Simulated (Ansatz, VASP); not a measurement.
One calculation of Ni, two programs

```
Ni
1.0
     2.49175    0.00000    0.00000
     1.24588    2.15792    0.00000
     1.24588    0.71931    2.03451
Ni
1
Direct
  0.00000 0.00000 0.00000
```

Alike in both runs: task relaxation of cell and atoms; functional PBE; k mesh 14 × 14 × 14; collinear spin.

```csv
,VASP,Ansatz
version,VASP 6.6.1,Ansatz 0.2.0
potentials or method,"VASP PAW PBE potentials, release 64 (Ni)","plane waves, PAW"
plane-wave cutoff (eV),600,420
occupations,"methfessel-paxton of order 1, width 0.1 eV",cold
valence electrons in the cell,10,18
```

|  | VASP | Ansatz | Ansatz less VASP |
| --- | --- | --- | --- |
| net moment per atom (μB) | 0.58 | 0.61 | +0.022 |
| size of the moment on the site where the two differ most (μB) | 0.60 | 0.65 | +0.050 |
| relaxed volume (Å³/atom) | 10.86 | 10.88 | +0.014 |
| relaxed cell length with the largest relative difference (Å) | 2.486 | 2.487 | +0.0011 |

Site moments also hang on the region over which each program counts them. VASP's potentials hold 10 valence electrons a cell and Ansatz's 18, so a difference there can come from the potentials and not from the codes.
